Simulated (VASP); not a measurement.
Crystal: CaSe.

```
CELL_PARAMETERS angstrom
0.00000 2.96753 2.96753
2.96753 0.00000 2.96753
2.96753 2.96753 0.00000
ATOMIC_POSITIONS crystal
Ca 0.00000 0.00000 0.00000
Se 0.50000 0.50000 0.50000
```

Program: VASP 6.6.1. Alike in all runs: task single point; potentials or basis VASP PAW PBE potentials, release 64 (Ca_sv, Se); no spin polarisation; cell as given; k mesh 4 × 4 × 4; cutoff (eV) 520; smearing gaussian 0.01 eV.

Question: Order these runs on this cell by their band gap on the k mesh, lowest first.
A. level PBE-based screened hybrid with 5 % exact exchange; share of exact exchange 0.05; screening parameter 0.3 1/Å
B. level PBE-based screened hybrid with 10 % exact exchange; share of exact exchange 0.1; screening parameter 0.2078 1/Å
C. level HSE06; share of exact exchange 0.25; screening parameter 0.2079 1/Å
D. level PBE-based screened hybrid with 40 % exact exchange; share of exact exchange 0.4; screening parameter 0.3 1/Å

Answer: A (2.19 eV), B (2.42 eV), C (3.01 eV), D (3.30 eV).

Caveats: all runs use coarse meshes.

A k mesh can miss the band edges.
